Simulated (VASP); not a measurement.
Runs of VASP 6.6.1 on Ta. The structure is that of space group Im-3m (No. 229), or close to it. The cells are those of the table. 

```csv
task,cell,k mesh,cutoff (eV),gap on the mesh (eV),pressure (GPa)
relaxation of cell and atoms,"relaxed to 20 GPa from a = 2.790 Å, angles 109.5°, 1 atom",18 × 18 × 18,600,none,20.0
single point,"a = 2.850 Å, angles 109.5°, 1 atom",18 × 18 × 18,520,none,5.2
single point,"a = 2.731 Å, angles 109.5°, 1 atom",18 × 18 × 18,520,none,40.5
relaxation of cell and atoms,"relaxed from a = 2.866 Å, angles 109.5°, 1 atom",18 × 18 × 18,600,none,0.0
single point,"a = 2.874 Å, angles 109.5°, 1 atom",18 × 18 × 18,520,none,0.0
relaxation of cell and atoms,"relaxed to -2 GPa from a = 2.892 Å, angles 109.5°, 1 atom",18 × 18 × 18,600,none,-2.0
relaxation of cell and atoms,"relaxed to 5 GPa from a = 2.850 Å, angles 109.5°, 1 atom",18 × 18 × 18,600,none,5.0
single point,"a = 2.866 Å, angles 109.5°, 1 atom",8 × 8 × 8,520,none,(a)
relaxation of cell and atoms,"relaxed to 2 GPa from a = 2.856 Å, angles 109.5°, 1 atom",18 × 18 × 18,600,none,2.0
single point,"a = 2.885 Å, angles 109.5°, 1 atom",18 × 18 × 18,520,none,-2.0
```

Alike in all rows: level PBE; potentials or basis VASP PAW PBE potentials, release 64 (Ta_pv); no spin polarisation; smearing gaussian 0.1 eV.

Problem. Estimate the missing entries.

Solution. (a) -0.3.

Caveats: spin-orbit coupling is left out, which moves the levels of the heavy elements; the cell is relaxed towards a set pressure, so the enthalpy falls and the energy may rise (some runs).

A k mesh can miss the band edges, and the runs leave out spin-orbit coupling on Ta.

A gap of «none» marks levels without a gap at the run's occupations.
